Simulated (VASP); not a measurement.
SnGeO2: single point with PBE

SnGeO2:

```
Sn Ge O
1.0
     3.74830    0.00000    0.00000
     0.00000    3.74830    0.00000
     0.00000    0.00000    4.80733
Sn Ge O
1 1 2
Direct
  0.50000 0.50000 0.24054
  0.00000 0.00000 0.78292
  0.00000 0.50000 0.98827
  0.50000 0.00000 0.98827
```

```json
{"Program": "VASP 6.6.1", "Task": "single point", "Functional": "PBE", "Potentials or basis": "VASP PAW PBE potentials, release 64 (Sn_d, Ge_d, O_h)", "Cutoff": "1340 eV", "k mesh": "8 × 8 × 6", "Occupations": "gaussian, width 0.02 eV", "Spin": "no spin polarisation", "Dipole correction": "no", "Further INCAR settings": "ALGO = Normal; EDIFF = 1e-06; NBANDS = 28"}
```

```
Pressure               : 0.2 GPa
Largest force          : 0.066 eV/Å
Band gap on the k mesh : 1.00 eV (least direct gap 2.21 eV)
```

Forces on the atoms (eV/Å):
```
Sn   0.000  0.000  0.066
Ge   0.000  0.000 -0.064
O    0.000  0.000 -0.001
O    0.000  0.000 -0.001
```

Levels at points of the mesh, in eV from the valence-band top:
```tsv
k point	band 16	band 17	band 18	band 19	band 20	band 21	band 22	band 23	band 24	band 25
(0.00, 0.00, 0.00)	-5.97	-2.91	-2.58	-2.58	-0.21	2.46	4.56	5.50	5.50	5.95
(0.50, 0.00, 0.00)	-4.57	-4.40	-4.13	-2.07	-1.98	2.91	4.14	5.60	6.16	6.71
(0.50, 0.50, 0.00)	-4.57	-1.98	-1.81	-1.73	-1.21	1.00	1.00	4.83	5.32	7.49
(0.00, 0.00, 0.50)	-3.30	-2.98	-2.60	-2.60	-1.45	1.57	3.68	3.68	4.21	8.36
(0.50, 0.00, 0.50)	-4.75	-4.75	-4.09	-1.21	-1.08	2.73	3.63	5.77	6.18	6.21
(0.50, 0.50, 0.50)	-4.97	-2.43	-2.05	-1.98	-1.73	3.31	3.31	4.47	4.47	5.76
```

Run time: 6.6 min on 1 thread of Intel(R) Xeon(R) Platinum 8375C CPU @ 2.90GHz (Ice Lake), with other jobs on the host, peak memory 0.69 GiB.

Caveat: spin-orbit coupling is left out, which moves the levels of the heavy elements. A k mesh can miss the band edges.
